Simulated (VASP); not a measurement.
Here is a VASP 6.6.1 calculation.

INCAR

```
ALGO = Normal ; EDIFF = 1E-7
ENCUT = 520 ; GGA = PE
ISIF = 2 ; ISMEAR = 0
LASPH = True ; LCHARG = False
LREAL = False ; LWAVE = False
NBANDS = 46 ; NELM = 100
PREC = Accurate ; SIGMA = 0.05
```

The input KPOINTS:

```
k-points
0
Gamma
  12 12 2
```

The input POSCAR:

```
ZnS
1.0
    3.8467234474      0.0000000000      0.0000000000
   -1.9233617237      3.3313602268      0.0000000000
    0.0000000000      0.0000000000     12.5902250312
Zn S
4 4
Direct
    0.0000000000      0.0000000000     -0.0178206595
    0.0000000000      0.0000000000      0.4821793405
    0.3333333333      0.6666666667      0.2678600685
    0.6666666667      0.3333333333      0.7678600685
    0.0000000000      0.0000000000      0.1831390708
    0.0000000000      0.0000000000      0.6831390708
    0.3333333333      0.6666666667      0.4418583652
    0.6666666667      0.3333333333      0.9418583652
```

Potentials or basis: VASP PAW PBE potentials, release 64 (Zn, S).

Run with:

```bash
$ cat potpaw_PBE.64/Zn/POTCAR potpaw_PBE.64/S/POTCAR > POTCAR
$ mpirun -np 1 vasp_std > vasp.out
```

**Question.** Estimate the band gap on the k mesh.

**Answer.** 1.40 eV.

**Question.** Estimate the largest force.

**Answer.** 2.444 eV/Å.

Stress tensor (GPa, compression positive):
```
1.07 0.00 0.00
0.00 1.07 0.00
0.00 0.00 1.43
```

Caveat: the cell differs from its parent crystal (atoms displaced along a vibrational mode); forces of over 1 eV/Å act on the atoms, so gaps and moduli don't describe the material at rest. A k mesh can miss the band edges.
